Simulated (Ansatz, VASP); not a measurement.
Ba3CdIr2O9: VASP beside Ansatz

```
Ba Cd Ir O
1.0
     2.99346   -5.14923    0.00000
     2.99346    5.14923    0.00000
    -0.50962    0.00000   14.77589
Ba Cd Ir O
6 2 4 18
Cartesian
  2.9856 -1.7030 1.2716
  2.4917 1.7030 13.5043
  2.7465 -1.7030 6.1163
  2.7308 1.7030 8.6596
  2.8661 5.1244 3.6940
  2.6112 -5.1244 11.0819
  0.0000 0.0000 0.0000
  -0.2548 0.0000 7.3879
  3.0027 1.7223 2.4203
  2.4746 -1.7223 12.3556
  2.7294 1.7223 4.9677
  2.7479 -1.7223 9.8082
  3.9629 0.9681 6.2868
  1.5144 -0.9681 8.4891
  1.7692 0.9681 1.1011
  3.7081 -0.9681 13.6748
  2.8661 0.1243 3.6940
  2.6112 -0.1243 11.0819
  3.1773 3.3536 1.3474
  2.3000 -3.3536 13.4284
  2.5548 3.3536 6.0405
  2.9225 -3.3536 8.7354
  4.5290 0.9240 1.4760
  0.9483 -0.9240 13.2999
  1.2031 0.9240 5.9120
  4.2742 -0.9240 8.8639
  4.2415 2.4993 3.8558
  1.2358 -2.4993 10.9201
  1.4906 2.4993 3.5321
  3.9867 -2.4993 11.2438
```

Alike in both runs: task single point; functional LDA; k mesh 4 × 4 × 2; occupations gaussian, width 0.1 eV; no spin polarisation.

|  | VASP | Ansatz |
| --- | --- | --- |
| version | VASP 6.6.1 | Ansatz 0.2.0 |
| potentials or method | VASP PAW LDA potentials, release 64 (Ba_sv, Cd, Ir, O), cutoff 600 eV | scalar-relativistic, plane waves, PAW |
| valence electrons in the cell | 228 | 276 |

```csv
,VASP,Ansatz,Ansatz less VASP
pressure (GPa),-9.8,-11.8,-2.05
"traceless stress, the component that is largest in VASP (GPa)",0.23,0.26,+0.037
rms of the force components (eV/Å),0.207,0.288,+0.0803
```

LDA's correlation is that of Perdew and Zunger in VASP and of Perdew and Wang (1992) in Ansatz. Atom by atom the forces differ by 0.086 eV/Å (rms over components). VASP's potentials hold 228 valence electrons a cell and Ansatz's 276, so a difference there can come from the potentials and not from the codes.

Neither program's run includes spin-orbit coupling.
